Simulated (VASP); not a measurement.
Set up this calculation in VASP 6.6.1, as the native input.

* Task: single point
* Functional: PBEsol
* Potentials or basis: VASP PAW PBE potentials, release 64 (Mn_pv, S)
* Cutoff: 520 eV
* k mesh: 9 × 9 × 9
* Occupations: fermi-dirac, width 0.05 eV
* Spin: collinear spin, ferromagnetic start
* Starting moments: [4.0, 0.0] μB
* Dipole correction: no
* Further INCAR settings: ALGO = Normal; EDIFF = 1e-07; NBANDS = 20

The structure of MnS lies in POSCAR:

```
MnS
1.0
    0.0000000000      2.4229704058      2.4229704058
    2.4229704058      0.0000000000      2.4229704058
    2.4229704058      2.4229704058      0.0000000000
Mn S
1 1
Direct
    0.0000000000      0.0000000000      0.0000000000
    0.7500000000      0.7500000000      0.7500000000
```

One way to write it, as run:

INCAR

```
  PREC = Accurate
  ENCUT = 520
  EDIFF = 1E-7
  ISMEAR = -1
  SIGMA = 0.05
  LREAL = F
  LASPH = T
  NELM = 150
  ALGO = Normal
  ISIF = 2
  LWAVE = F
  LCHARG = F
  ISPIN = 2
  MAGMOM = 4 0
  LORBIT = 11
  LMAXMIX = 4
  GGA = PS
  NBANDS = 20
```

KPOINTS

```
Automatic mesh
0
Gamma
  9 9 9
```

Potentials or basis: VASP PAW PBE potentials, release 64 (Mn_pv, S).

Run with:

```console
$ cat potpaw_PBE.64/Mn_pv/POTCAR potpaw_PBE.64/S/POTCAR > POTCAR
$ mpirun -np 1 vasp_std > vasp.out
```

It gave:

The pressure is 7.0 GPa, the net moment is 0.13 μB per cell and the site moments are Mn +0.13; S -0.00 μB. The valence electrons inside the program's atomic spheres are Mn 12.18; S 3.75.

Caveat: the cell stands under pressure; the PAW data sets were made with another functional, which shifts forces and pressure a little.

It took 59 s on 1 thread of Intel(R) Xeon(R) Platinum 8259CL CPU @ 2.50GHz (Skylake/Cascade Lake), on a shared host, peak memory 0.19 GiB.
